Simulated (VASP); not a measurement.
# TiO2 (P3_121) in VASP: a series of runs, part 3 of 3

VASP 6.6.1. Earlier steps stand in the parts before.

### 4 Single point, revPBE

The input, INCAR:

```
ALGO     = Normal         # electronic algorithm
EDIFF    = 1E-7           # SCF threshold, eV
ENCUT    = 520            # plane-wave cutoff, eV
GGA      = RE             # functional
ISIF     = 2              # what is computed and relaxed
ISMEAR   = -1             # smearing method
LASPH    = T              # aspherical terms in the spheres
LCHARG   = T              # write CHGCAR
LELF     = T              # ELF
LREAL    = F              # projectors in reciprocal space
LVHAR    = T            
LWAVE    = F              # write WAVECAR
NBANDS   = 46             # bands
NELM     = 60             # most SCF steps
PREC     = Accurate       # precision mode
SIGMA    = 0.05           # smearing width, eV
```

The input, KPOINTS:

```
k-points
0
Gamma
  5 5 4
```

The input, POSCAR:

```
TiO2
1.0
    5.5822227355      0.0000000000      0.0000000000
   -2.7911113678      4.8343466985      0.0000000000
    0.0000000000      0.0000000000      6.0824678800
Ti O
3 6
Direct
    0.4669367500      0.0000000000      0.3333333333
    0.0000000000      0.4669367500      0.6666666667
    0.5330632500      0.5330632500      0.0000000000
    0.5810657200      0.8514331800      0.1206639333
    0.7296325400      0.1485668200      0.5460027333
    0.2703674600      0.4189342800      0.7873306000
    0.8514331800      0.5810657200      0.8793360667
    0.1485668200      0.7296325400      0.4539972667
    0.4189342800      0.2703674600      0.2126694000
```

Potentials or basis: VASP PAW PBE potentials, release 64 (Ti_sv, O).

The run is started by

```
$ cat potpaw_PBE.64/Ti_sv/POTCAR potpaw_PBE.64/O/POTCAR > POTCAR
$ mpirun -np 1 vasp_std > vasp.out
```

OUTCAR:

```text
EDIFF = 1E-7
   ENCUT = 520
   GGA = RE
   ISIF = 2
   ISMEAR = -1
   LASPH = T
   LREAL = F
   NELM = 60
   PREC = Accurate

 ion  position               nearest neighbor table
   1  0.467  0.000  0.333-   9 1.81   8 1.81   5 1.82   4 1.82
   2  0.000  0.467  0.667-   6 1.81   5 1.81   8 1.82   7 1.82
   3  0.533  0.533  0.000-   7 1.81   4 1.81   6 1.82   9 1.82
   4  0.581  0.851  0.121-   3 1.81   1 1.82
   5  0.730  0.149  0.546-   2 1.81   1 1.82
   6  0.270  0.419  0.787-   2 1.81   3 1.82
   7  0.851  0.581  0.879-   3 1.81   2 1.82
   8  0.149  0.730  0.454-   1 1.81   2 1.82
   9  0.419  0.270  0.213-   1 1.81   3 1.82

  LATTYP: Found a hexagonal cell.
 ALAT       =     5.5822227355
 C/A-ratio  =     1.0896139707

  Lattice vectors:

 A1 = (   5.5822227355,   0.0000000000,   0.0000000000)
 A2 = (  -2.7911113678,   4.8343466985,   0.0000000000)
 A3 = (   0.0000000000,   0.0000000000,   6.0824678800)

Analysis of symmetry for initial positions (statically):
=====================================================================
 Subroutine PRICEL returns:
 Original cell was already a primitive cell.

 Routine SETGRP: Setting up the symmetry group for a
 hexagonal supercell.

 Subroutine GETGRP returns: Found  6 space group operations
 (whereof  2 operations were pure point group operations)
 out of a pool of 24 trial point group operations.

The static configuration has the point symmetry C_2 .
 The point group associated with its full space group is D_3 .

Analysis of symmetry for dynamics (positions and initial velocities):
=====================================================================
 Subroutine PRICEL returns:
[... 137 lines left out ...]
  volume/ion in A,a.u.               =      18.24       123.08
  Fermi-wavevector in a.u.,A,eV,Ry     =   1.243877  2.350587 21.051339  1.547230
  Thomas-Fermi vector in A             =   2.378168
   LORBIT       =      0    0 simple, 1 ext, 2 COOP (PROOUT), +10 PAW based schemes
   GGA     = RE    functional components
   LHFCALC =     F    Hartree Fock is set to
   AEXX    =    0.0000 exact exchange contribution
   IVDW    =     0    specifies the selected vdW correction
   LEPSILON=     F    determine dielectric tensor
   LRPA    =     F    only Hartree local field effects (RPA)
 non-spin polarized calculation
  energy-cutoff  :      520.00
  volume of cell :      164.14
 maximum number of plane-waves:      4457
 NGX is ok and might be reduce to    42
   NGX = 21   NGY = 21   NGZ = 23

 number of electron      72.0000000 magnetization

 Free energy of the ion-electron system (eV)
  ---------------------------------------------------
  ext. energy  EPLUGINS =         0.00000000
  ---------------------------------------------------
  free energy    TOTEN  =       -77.88350557 eV

  energy without entropy =      -77.88350557  energy(sigma->0) =      -77.88350557

 E-fermi :   0.3595     XC(G=0):  -7.6935

 val. band max:       -0.8734645163   @ k =   0.0000   0.0000   0.5000
 cond. band min:       2.6949069369   @ k =   0.0000   0.0000   0.5000
 fundamental gap:      3.5683714531
 Fermi energy:         0.3595275520

 k-point     1 :       0.0000    0.0000    0.0000
  band No.  band energies     occupation
      1     -56.2892      2.00000
      2     -56.2769      2.00000
      3     -56.2769      2.00000
      4     -32.6796      2.00000
      5     -32.6524      2.00000
      6     -32.6524      2.00000
[... 822 lines left out ...]
     45       4.9131      0.00000
     46       5.2871      0.00000

------------------------ aborting loop because EDIFF is reached ----------------------------------------

  FORCE on cell =-STRESS in cart. coord.  units (eV):
  Direction    XX          YY          ZZ          XY          YZ          ZX
  --------------------------------------------------------------------------------------
  -------------------------------------------------------------------------------------
  Total        3.7216612      3.7216612      3.7801569     -0.0000000      0.0000000      0.0000000
  in kB       36.3264229     36.3264229     36.8973886     -0.0000000      0.0000000      0.0000000
  external PRESSURE =      36.5167448 kB  Pullay stress =       0.0000000 kB

 VOLUME and BASIS-vectors are now :
 -----------------------------------------------------------------------------
  energy-cutoff  :      520.00
  volume of cell :      164.14
      direct lattice vectors                 reciprocal lattice vectors
     5.582222736  0.000000000  0.000000000     0.179140111  0.103426591  0.000000000
    -2.791111368  4.834346699  0.000000000     0.000000000  0.206853183  0.000000000
     0.000000000  0.000000000  6.082467880     0.000000000  0.000000000  0.164406951

 POSITION                                       TOTAL-FORCE (eV/Angst)
 -----------------------------------------------------------------------------------
      2.60654      0.00000      2.02749        -0.003324     -0.000000      0.000000
     -1.30327      2.25733      4.05498         0.001662     -0.002879      0.000000
      1.48784      2.57701      0.00000         0.001662      0.002879      0.000000
      0.86719      4.11612      0.73393         0.082682      0.140357     -0.084141
      3.65830      0.71822      3.32104         0.082682     -0.140357      0.084141
      0.33996      2.02527      4.78891         0.080212     -0.141784     -0.084141
      3.13107      2.80907      5.34853         0.080212      0.141784      0.084141
     -1.20715      3.52730      2.76142        -0.162894      0.001426     -0.084141
      1.58396      1.30705      1.29355        -0.162894     -0.001426      0.084141
 -----------------------------------------------------------------------------------
    total drift:                                0.000002      0.000001     -0.000000

  FREE ENERGIE OF THE ION-ELECTRON SYSTEM (eV)
  ---------------------------------------------------
  free  energy   TOTEN  =       -77.8835055681 eV

  energy  without entropy=      -77.8835055681  energy(sigma->0) =      -77.88350557
```

OSZICAR:

```text
N       E                     dE             d eps       ncg     rms          rms(c)
DAV:   1     0.103985486982E+04    0.10399E+04   -0.36549E+04  1628   0.166E+03
DAV:   2     0.693937630941E+02   -0.97046E+03   -0.93257E+03  1858   0.508E+02
DAV:   3    -0.884307565254E+02   -0.15782E+03   -0.15675E+03  2064   0.204E+02
DAV:   4    -0.101486236272E+03   -0.13055E+02   -0.13038E+02  2720   0.559E+01
DAV:   5    -0.102236509077E+03   -0.75027E+00   -0.75010E+00  2256   0.962E+00    0.431E+01
DAV:   6    -0.783718820349E+02    0.23865E+02   -0.17970E+02  2420   0.997E+01    0.174E+01
DAV:   7    -0.780182541469E+02    0.35363E+00   -0.41666E+01  2290   0.398E+01    0.121E+01
DAV:   8    -0.778707841417E+02    0.14747E+00   -0.42949E+00  2066   0.171E+01    0.339E+00
DAV:   9    -0.778732283432E+02   -0.24442E-02   -0.71026E-01  2478   0.561E+00    0.136E+00
DAV:  10    -0.778830767643E+02   -0.98484E-02   -0.13165E-01  2024   0.289E+00    0.608E-01
DAV:  11    -0.778826369049E+02    0.43986E-03   -0.13034E-02  1848   0.904E-01    0.150E-01
DAV:  12    -0.778835488624E+02   -0.91196E-03   -0.27209E-03  1864   0.329E-01    0.126E-01
DAV:  13    -0.778834867934E+02    0.62069E-04   -0.66112E-04  2160   0.193E-01    0.121E-02
DAV:  14    -0.778835021888E+02   -0.15395E-04   -0.31575E-05  2304   0.324E-02    0.530E-03
DAV:  15    -0.778835055372E+02   -0.33484E-05   -0.42196E-06  2008   0.142E-02    0.217E-03
DAV:  16    -0.778835055135E+02    0.23710E-07   -0.10197E-06  2104   0.824E-03    0.230E-03
DAV:  17    -0.778835055681E+02   -0.54596E-07   -0.20725E-07  1456   0.406E-03
   1 F= -.77883506E+02 E0= -.77883506E+02  d E =-.769312E-11
```

It took 5.3 min on 1 thread of Intel Xeon 8259CL, shared host; peak memory 0.32 GiB.

What came out:

| Property | Result |
| --- | --- |
| Free energy | -77.8835 eV |
| Pressure | 3.7 GPa |
| Largest force | 0.183 eV/Å |
| Band gap on the k mesh | 3.57 eV |

Forces in eV/Å, atoms in the order of the input:
```
Ti  -0.003  0.000  0.000
Ti   0.002 -0.003  0.000
Ti   0.002  0.003  0.000
O    0.083  0.140 -0.084
O    0.083 -0.140  0.084
O    0.080 -0.142 -0.084
O    0.080  0.142  0.084
O   -0.163  0.001 -0.084
O   -0.163 -0.001  0.084
```

Caveat: the cell stands under pressure; the PAW data sets were made with another functional, which shifts forces and pressure a little; an odd mesh through Γ misses points on the zone boundary, where band edges can lie.

### 5 Overview

| level | gap on the mesh (eV) | pressure (GPa) | largest force (eV/Å) |
| --- | --- | --- | --- |
| PBE | 3.54 | 1.9 | 0.09 |
| PBEsol | 3.51 | -0.9 | 0.10 |
| revPBE | 3.57 | 3.7 | 0.18 |

Alike in all rows: task single point; potentials or basis VASP PAW PBE potentials, release 64 (Ti_sv, O); no spin polarisation; cell as given; k mesh 5 × 5 × 4; cutoff (eV) 520; smearing fermi-dirac 0.05 eV.

On the cell as given the gap runs from 3.51 eV (PBEsol) to 3.57 eV (revPBE). The pressure there spans -0.9 GPa (PBEsol) to 3.7 GPa (revPBE); a positive pressure means that this level wants a larger cell, a negative one a smaller.

Caveats: an odd mesh through Γ misses points on the zone boundary, where band edges can lie; the PAW data sets were made with another functional, which shifts forces and pressure a little (at least some runs); the cell stands under pressure (at least some runs).

Total energies depend on the potentials used, so only differences within one code and one set of settings carry meaning.
